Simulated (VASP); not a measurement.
Write the native input for VASP 6.6.1 that does the following.

```yaml
Task: single point
Functional: LDA
Potentials_or_basis: VASP PAW LDA potentials, release 64 (Pd)
Cutoff: 500 eV
k_mesh: 8 × 8 × 8
Occupations: gaussian, width 0.1 eV
Spin: no spin polarisation
Dipole_correction: no
Further_INCAR_settings: ALGO = Normal; EDIFF = 1e-06; NBANDS = 11
```

The structure of Pd lies in POSCAR:

```
Pd
1.0
    0.0000000000      1.9449000000      1.9449000000
    1.9449000000      0.0000000000      1.9449000000
    1.9449000000      1.9449000000      0.0000000000
Pd
1
Direct
    0.0000000000      0.0000000000      0.0000000000
```

The input as run:

INCAR

```
SYSTEM = Pd
PREC = Accurate
ENCUT = 500
EDIFF = 1E-6
ISMEAR = 0
SIGMA = 0.1
LREAL = .FALSE.
LASPH = .TRUE.
NELM = 120
ALGO = Normal
ISIF = 2
LWAVE = .FALSE.
LCHARG = .FALSE.
NBANDS = 11
GGA_COMPAT = .FALSE.
```

KPOINTS

```
Automatic mesh
0
G
  8 8 8
  0 0 0
```

Potentials or basis: VASP PAW LDA potentials, release 64 (Pd).

The run is started by

```sh
$ cat potpaw_LDA.64/Pd/POTCAR > POTCAR
$ mpirun -np 1 vasp_std > vasp.out
```

It gave:

The pressure is -6.8 GPa and the band gap on the k mesh is zero (band 5 reaches 9.98 eV, above the bottom of band 6 at 8.37 eV).

Run time: 2.4 s on 1 thread of Intel(R) Xeon(R) 6975P-C (Granite Rapids) (shared host), peak memory 0.11 GiB.
